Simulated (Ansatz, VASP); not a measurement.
# Two plane-wave programs on CdSe

```
CELL_PARAMETERS angstrom
4.24755 0.00000 0.00000
-2.12377 3.67848 0.00000
0.00000 0.00000 6.94145
ATOMIC_POSITIONS crystal
Cd 0.66667 0.33333 0.50026
Cd 0.33333 0.66667 0.00026
Se 0.66667 0.33333 0.87560
Se 0.33333 0.66667 0.37560
```

Alike in both runs: functional LDA; k mesh 9 × 9 × 4; occupations gaussian, width 0.02 eV; no spin polarisation.

Ansatz relaxed the structure, and its values are those at the end. VASP's run is a single point on that final structure, the one shown.

|  | VASP | Ansatz |
| --- | --- | --- |
| version | VASP 6.6.1 | Ansatz 0.2.0 |
| potentials or method | VASP PAW LDA potentials, release 64 (Cd, Se), cutoff 520 eV | scalar-relativistic, plane waves, PAW |
| valence electrons in the cell | 36 | 72 |

Ansatz gave:

| Item | Value |
| --- | --- |
| gap on the k mesh at the Fermi level (eV) | 0.46 |
| least direct gap on the mesh (eV) | 0.46 |
| pressure (GPa) | 0.0 |

Q: Estimate VASP's values.

A: gap on the k mesh at the Fermi level (eV): 0.50; least direct gap on the mesh (eV): 0.50; pressure (GPa): 0.5.

Ansatz warns that its potentials were made for another functional, while VASP's fit it. LDA's correlation is that of Perdew and Zunger in VASP and of Perdew and Wang (1992) in Ansatz. VASP's potentials hold 36 valence electrons a cell and Ansatz's 72, so a difference there can come from the potentials and not from the codes.
